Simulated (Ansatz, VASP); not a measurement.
Hf: VASP beside Ansatz

The input INCAR:

```
SYSTEM = Hf
PREC     = Accurate       ! precision mode
ENCUT    = 520            ! plane-wave cutoff, eV
EDIFF    = 1E-6           ! SCF threshold, eV
ISMEAR   = 0              ! smearing method
SIGMA    = 0.15           ! smearing width, eV
LREAL    = .False.        ! projectors in reciprocal space
LASPH    = .True.         ! aspherical terms in the spheres
NELM     = 60             ! most SCF steps
ALGO     = Fast           ! electronic algorithm
ISIF     = 2              ! what is computed and relaxed
LWAVE    = .False.        ! write WAVECAR
LCHARG   = .True.         ! write CHGCAR
GGA      = PS             ! functional
LELF     = .True.         ! ELF
LVHAR    = .True.       
NBANDS   = 11             ! bands
```

KPOINTS

```
Automatic mesh
0
Gamma
  18 18 18
  0 0 0
```

Contents of POSCAR:

```
Hf
1.0
   -1.7237750000      1.8050000000      1.8050000000
    1.7237750000     -1.8050000000      1.8050000000
    1.7237750000      1.8050000000     -1.8050000000
Hf
1
Direct
    0.0000000000      0.0000000000      0.0000000000
```

Input for Ansatz:

```yaml
crystal:
  lattice:
    - [-1.723775, 1.805, 1.805]
    - [1.723775, -1.805, 1.805]
    - [1.723775, 1.805, -1.805]
  atoms:
    - { symbol: Hf, position: [0.0, 0.0, 0.0] }
basis:
  ecutwfc: 420
kpoints:
  mp_grid: { grid: [18, 18, 18] }
hamiltonian:
  xc: pbesol
scf:
  occupations: { method: gaussian, width: 0.15 }
output:
  forces: true
  stress: true
  eigenvalues: true
```

Change from the starting cell: strain -0.0450 x Voigt [1, 0, 0, 0, 0, 0], atoms carried along.

Alike in both runs: task single point; functional PBEsol; k mesh 18 × 18 × 18; occupations gaussian, width 0.15 eV; no spin polarisation.

```csv
,VASP,Ansatz
version,VASP 6.6.1,Ansatz 0.2.0
potentials or method,"VASP PAW PBE potentials, release 64 (Hf_pv), cutoff 520 eV","scalar-relativistic, plane waves, PAW"
valence electrons in the cell,10,26
```

|  | VASP | Ansatz | Ansatz less VASP |
| --- | --- | --- | --- |
| gap on the k mesh at the Fermi level (eV) | none | none | - |
| pressure (GPa) | -5.4 | -5.2 | +0.18 |
| traceless stress, the component that is largest in VASP (GPa) | -1.64 | -1.59 | +0.053 |

VASP's potentials were made for PBE, not for PBEsol. A gap of «none» marks a metal or a gap that the smearing closes. VASP's potentials hold 10 valence electrons a cell and Ansatz's 26, so a difference there can come from the potentials and not from the codes.

Spin-orbit coupling is off throughout.
